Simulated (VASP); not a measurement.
**HfSiO4: single point with PBE**

Crystal: HfSiO4.

```
CELL_PARAMETERS angstrom
-3.26419 3.26419 2.96159
3.26419 -3.26419 2.96159
3.26419 3.26419 -2.96159
ATOMIC_POSITIONS crystal
Hf 0.75000 0.25000 0.50000
Hf 0.00000 0.00000 0.00000
Si 0.25000 0.75000 0.50000
Si 0.50000 0.50000 0.00000
O 0.13348 0.31934 0.81413
O 0.06934 0.75521 0.68587
O 0.50521 0.31934 0.18587
O 0.06934 0.38348 0.31413
O 0.61652 0.93066 0.68587
O 0.68066 0.86652 0.18587
O 0.24479 0.93066 0.31413
O 0.68066 0.49479 0.81413
```

This cell differs from its parent crystal: volume scaled by 0.98, then relaxed in part.

```json
{
 "Program": "VASP 6.6.1",
 "Task": "single point",
 "Functional": "PBE",
 "Potentials or basis": "VASP PAW PBE potentials, release 64 (Hf_pv, Si, O)",
 "Cutoff": "520 eV",
 "k mesh": "7 × 7 × 7",
 "Occupations": "fermi-dirac, width 0.02 eV",
 "Spin": "no spin polarisation"
}
```

| Property | Result |
| --- | --- |
| Pressure | 10.4 GPa |
| Largest force | 0.197 eV/Å |
| Band gap on the k mesh | 5.53 eV, indirect (least direct gap 5.92 eV) |

Forces on the atoms (eV/Å):
```
Hf   0.000  0.000  0.000
Hf   0.000  0.000  0.000
Si   0.000  0.000  0.000
Si   0.000  0.000  0.000
O    0.000 -0.142 -0.136
O    0.142  0.000 -0.136
O    0.000  0.142 -0.136
O   -0.142  0.000 -0.136
O    0.000  0.142  0.136
O    0.142  0.000  0.136
O    0.000 -0.142  0.136
O   -0.142  0.000  0.136
```

Stress tensor (GPa, compression positive):
```
 9.81  0.00  0.00
 0.00  9.81  0.00
 0.00  0.00 11.68
```

Levels at points of the mesh, in eV from the valence-band top:
```tsv
k point	band 35	band 36	band 37	band 38	band 39	band 40	band 41	band 42
(0.00, 0.00, 0.00)	-0.58	-0.58	-0.58	0.00	5.95	6.25	6.37	6.39
```

It took 3.6 min on 1 thread of Intel(R) Xeon(R) Platinum 8559C (Emerald Rapids) (shared host), peak memory 0.37 GiB.

Caveat: spin-orbit coupling is left out, which moves the levels of the heavy elements. A k mesh can miss the band edges.
